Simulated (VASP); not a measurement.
Here is a VASP 6.6.1 calculation.

File INCAR:

```
SYSTEM = Be
PREC     = Accurate       ! precision mode
ENCUT    = 600            ! plane-wave cutoff, eV
EDIFF    = 1E-7           ! SCF threshold, eV
ISMEAR   = -1             ! smearing method
SIGMA    = 0.1            ! smearing width, eV
LREAL    = .FALSE.        ! projectors in reciprocal space
LASPH    = .TRUE.         ! aspherical terms in the spheres
NELM     = 80             ! most SCF steps
ALGO     = Normal         ! electronic algorithm
ISIF     = 3              ! what is computed and relaxed
LWAVE    = .FALSE.        ! write WAVECAR
LCHARG   = .FALSE.        ! write CHGCAR
IBRION   = 2              ! ionic algorithm
NSW      = 80             ! ionic steps
EDIFFG   = -0.01          ! ionic threshold
```

The input KPOINTS:

```
Automatic mesh
0
G
  12 12 12
  0 0 0
```

The input POSCAR:

```
Be
1.0
    0.0000000000      2.2207471934      2.2207471934
    2.2207471934      0.0000000000      2.2207471934
    2.2207471934      2.2207471934      0.0000000000
Be
2
Direct
    0.1250000000      0.1250000000      0.1250000000
    0.8750000000      0.8750000000      0.8750000000
```

Potentials or basis: VASP PAW LDA potentials, release 64 (Be).

Command:

```sh
$ cat potpaw_LDA.64/Be/POTCAR > POTCAR
$ mpirun -np 1 vasp_std > vasp.out
```

**Question.** What does it give for the space group after relaxing (to 0.05 Å)?

**Answer.** Fd-3m (No. 227).

**Question.** What does it give for the relaxed volume?

**Answer.** 14.11 Å³/atom.

**Question.** Predict the band gap on the k mesh.

**Answer.** Zero (band 2 reaches 6.63 eV, above the bottom of band 3 at 0.34 eV).

**Question.** Predict the relaxed cell.

**Answer.** a = 3.417 Å, b = 3.417 Å, c = 3.417 Å, α = 60.00°, β = 60.00°, γ = 60.00°.

The path:
```
step  energy change (eV)  largest force (eV/Å)  pressure (GPa)  volume (Å³)
   1              0.0000                0.0000           18.12        21.90
   2             -0.2684                0.0000            4.14        26.07
   3             -0.2897                0.0000           -1.44        29.08
   4             -0.2939                0.0000           -0.10        28.22
```

Caveat: the volume moved by over 15 % at a fixed basis, so the end points are rough.
